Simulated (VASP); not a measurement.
# K (P6/mmm) in VASP: further runs, part 2 of 2

VASP 6.6.1. The steps go on from the part before.

### 4 Relaxation of cell and atoms, RPBE

This run uses another cell than the first one, of 71.32 Å³/atom.

INCAR reads:

```
SYSTEM = K
PREC     = Accurate       ! precision mode
ENCUT    = 600            ! plane-wave cutoff, eV
EDIFF    = 1E-6           ! SCF threshold, eV
ISMEAR   = -1             ! smearing method
SIGMA    = 0.1            ! smearing width, eV
LREAL    = .FALSE.        ! projectors in reciprocal space
LASPH    = .TRUE.         ! aspherical terms in the spheres
NELM     = 80             ! most SCF steps
ALGO     = Normal         ! electronic algorithm
ISIF     = 3              ! what is computed and relaxed
LWAVE    = .FALSE.        ! write WAVECAR
LCHARG   = .FALSE.        ! write CHGCAR
GGA      = RP             ! functional
IBRION   = 2              ! ionic algorithm
NSW      = 80             ! ionic steps
EDIFFG   = -0.01          ! ionic threshold
```

KPOINTS reads:

```
Automatic mesh
0
G
  5 5 7
  0 0 0
```

POSCAR reads:

```
K
1.0
    7.3867433931      0.0000000000      0.0000000000
   -3.6933716966      6.3971074297      0.0000000000
    0.0000000000      0.0000000000      4.5280737000
K
3
Direct
    0.0000000000      0.0000000000      0.0000000000
    0.3333333333      0.6666666667      0.5000000000
    0.6666666667      0.3333333333      0.5000000000
```

Potentials or basis: VASP PAW PBE potentials, release 64 (K_sv).

On the command line:

```console
cat potpaw_PBE.64/K_sv/POTCAR > POTCAR
mpirun -np 1 vasp_std > vasp.out
```

OUTCAR:

```text
SYSTEM = K
   PREC = Accurate
   ENCUT = 600
   EDIFF = 1E-6
   ISMEAR = -1
   LREAL = .FALSE.
   LASPH = .TRUE.
   NELM = 80
   ISIF = 3
   GGA = RP
   IBRION = 2
   NSW = 80
   EDIFFG = -0.01

 ion  position               nearest neighbor table
   1  0.000  0.000  0.000-
   2  0.333  0.667  0.500-
   3  0.667  0.333  0.500-

  LATTYP: Found a hexagonal cell.
 ALAT       =     7.3867433931
 C/A-ratio  =     0.6130000000

  Lattice vectors:

 A1 = (   7.3867433931,   0.0000000000,   0.0000000000)
 A2 = (  -3.6933716966,   6.3971074297,   0.0000000000)
 A3 = (   0.0000000000,   0.0000000000,   4.5280737000)

Analysis of symmetry for initial positions (statically):
=====================================================================
[... 171 lines left out ...]

 E-fermi :   0.0679     XC(G=0):  -5.5864

 val. band max:        0.0459113018   @ k =   0.2000   0.2000   0.1429
 cond. band min:       0.3080360434   @ k =   0.4000   0.2000   0.4286
 fundamental gap:      0.2621247416
 Fermi energy:         0.0678648354

 k-point     1 :       0.0000    0.0000    0.0000
  band No.  band energies     occupation
      1     -32.2023      2.00000
      2     -32.1954      2.00000
      3     -32.0780      2.00000
      4     -15.6758      2.00000
      5     -15.6758      2.00000
      6     -15.6194      2.00000
[... 610 lines left out ...]
--------------------------------------- Ionic step        7  -------------------------------------------

 number of electron      27.0000001 magnetization

 Free energy of the ion-electron system (eV)
  ---------------------------------------------------
  ext. energy  EPLUGINS =         0.00000000
  ---------------------------------------------------
  free energy    TOTEN  =        -2.83573007 eV

  energy without entropy =       -2.76122407  energy(sigma->0) =       -2.79847707

 E-fermi :  -0.2165     XC(G=0):  -5.2941

 val. band max:       -0.2634636060   @ k =   0.2000   0.2000   0.1429
 cond. band min:      -0.0269480416   @ k =   0.2000   0.0000   0.0000
 fundamental gap:      0.2365155643
 Fermi energy:        -0.2164674857

 k-point     1 :       0.0000    0.0000    0.0000
  band No.  band energies     occupation
      1     -32.5467      2.00000
      2     -32.5433      2.00000
      3     -32.4594      2.00000
      4     -16.0003      2.00000
      5     -16.0003      2.00000
      6     -15.9665      2.00000
[... 419 lines left out ...]
  FREE ENERGIE OF THE ION-ELECTRON SYSTEM (eV)
  ---------------------------------------------------
  free  energy   TOTEN  =        -2.8357300706 eV

  energy  without entropy=       -2.7612240659  energy(sigma->0) =       -2.79847707

 reached required accuracy - stopping structural energy minimisation
```

CONTCAR:

```text
K
   1.00000000000000
     7.7862356198085108   -0.0000000000031356   -0.0000000000000000
    -3.8931178099596750    6.7430778466518211    0.0000000000000000
     0.0000000000000000   -0.0000000000000000    4.6341098087737640
  K
     3
Direct
     0.0000000000000000    0.0000000000000000    1.0000000000000000
     0.3333333332999970    0.6666666667000030    0.5000000000000000
     0.6666666667000030    0.3333333332999970    0.5000000000000000

  0.00000000E+00  0.00000000E+00  0.00000000E+00
  0.00000000E+00  0.00000000E+00  0.00000000E+00
  0.00000000E+00  0.00000000E+00  0.00000000E+00
```

Wall time 8.7 min (1 thread of Intel Xeon 8259CL, shared host); peak memory 0.4 GiB.

What came out:

| Quantity | Value |
| --- | --- |
| Free energy | -2.8357 eV |
| Relaxed volume | 81.10 Å³/atom |
| Relaxed cell | a = 7.786 Å, b = 7.786 Å, c = 4.634 Å, α = 90.00°, β = 90.00°, γ = 120.00° |
| Space group after relaxing (to 0.1 Å) | P6/mmm (No. 191) |
| Energy gained by relaxing | 14.8 meV/atom |
| Ionic steps | 7 |
| Pressure after relaxing | 0.0 GPa |
| Band gap on the k mesh | zero (an odd number of electrons rules out a gap without spin polarisation) |

The path:
| step | energy change (eV) | largest force (eV/Å) | pressure (GPa) | volume (Å³) |
| --- | --- | --- | --- | --- |
| 1 | 0.0000 | 0.0000 | 0.50 | 213.97 |
| 2 | -0.0196 | 0.0000 | 0.35 | 220.95 |
| 3 | -0.0437 | 0.0000 | 0.03 | 240.59 |
| 4 | -0.0441 | 0.0000 | 0.00 | 243.20 |
| 5 | -0.0441 | 0.0000 | -0.01 | 243.81 |
| 6 | -0.0442 | 0.0000 | -0.01 | 243.68 |
| 7 | -0.0443 | 0.0000 | 0.00 | 243.31 |

Final structure:
```xyz
3
Lattice="7.7862 0.0000 0.0000 -3.8931 6.7431 0.0000 0.0000 0.0000 4.6341" Properties=species:S:1:pos:R:3 pbc="T T T"
K     0.0000    0.0000    4.6341
K     0.0000    4.4954    2.3171
K     3.8931    2.2477    2.3171
```

Caveat: the PAW data sets were made with another functional, which shifts forces and pressure a little.

### 5 Summary

```csv
task,cell,k mesh,cutoff (eV),gap on the mesh (eV),pressure (GPa)
single point,"a = 7.999, b = 7.999, c = 4.752 Å, angles 90.0, 90.0, 120.0°, 3 atoms",6 × 6 × 8,520,none,-0.2
single point,"a = 8.097, b = 8.097, c = 4.810 Å, angles 90.0, 90.0, 120.0°, 3 atoms",6 × 6 × 8,520,none,-0.3
relaxation of cell and atoms,"relaxed from a = 7.387, b = 7.387, c = 4.528 Å, angles 90.0, 90.0, 120.0°, 3 atoms",5 × 5 × 7,600,none,0.0
```

Alike in all rows: level RPBE; potentials or basis VASP PAW PBE potentials, release 64 (K_sv); no spin polarisation; smearing fermi-dirac 0.1 eV.

Caveats: the PAW data sets were made with another functional, which shifts forces and pressure a little.

Total energies depend on the potentials used, so only differences within one code and one set of settings carry meaning.
